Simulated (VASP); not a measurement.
Here is a VASP 6.6.1 calculation.

INCAR

```
SYSTEM = LiCl
PREC     = Accurate       ! precision mode
ENCUT    = 600            ! plane-wave cutoff, eV
EDIFF    = 1E-6           ! SCF threshold, eV
ISMEAR   = -1             ! smearing method
SIGMA    = 0.05           ! smearing width, eV
LREAL    = .False.        ! projectors in reciprocal space
LASPH    = .True.         ! aspherical terms in the spheres
NELM     = 100            ! most SCF steps
ALGO     = Normal         ! electronic algorithm
ISIF     = 3              ! what is computed and relaxed
LWAVE    = .False.        ! write WAVECAR
LCHARG   = .False.        ! write CHGCAR
GGA      = PE             ! functional
IVDW     = 12             ! dispersion correction
IBRION   = 2              ! ionic algorithm
NSW      = 80             ! ionic steps
EDIFFG   = -0.005         ! ionic threshold
```

KPOINTS

```
regular mesh
0
Gamma
  9 9 9
  0 0 0
```

POSCAR

```
LiCl
1.0
    0.0000000000      2.5647700000      2.5647700000
    2.5647700000      0.0000000000      2.5647700000
    2.5647700000      2.5647700000      0.0000000000
Cl Li
1 1
Direct
    0.5000000000      0.5000000000      0.5000000000
    0.0000000000      0.0000000000      0.0000000000
```

Potentials or basis: VASP PAW PBE potentials, release 64 (Cl, Li_sv).

The run is started by

```bash
$ cat potpaw_PBE.64/Cl/POTCAR potpaw_PBE.64/Li_sv/POTCAR > POTCAR
$ mpirun -np 1 vasp_std > vasp.out
```

(1) What does it give for the dispersion energy per atom?

(2) Estimate the band gap on the k mesh.

(3) Estimate the space group after relaxing (to 0.05 Å).

(4) Estimate the relaxed cell.

Answers

(1) -0.239 eV.

(2) 6.69 eV, direct.

(3) Fm-3m (No. 225).

(4) a = 3.557 Å, b = 3.557 Å, c = 3.557 Å, α = 60.00°, β = 60.00°, γ = 60.00°.
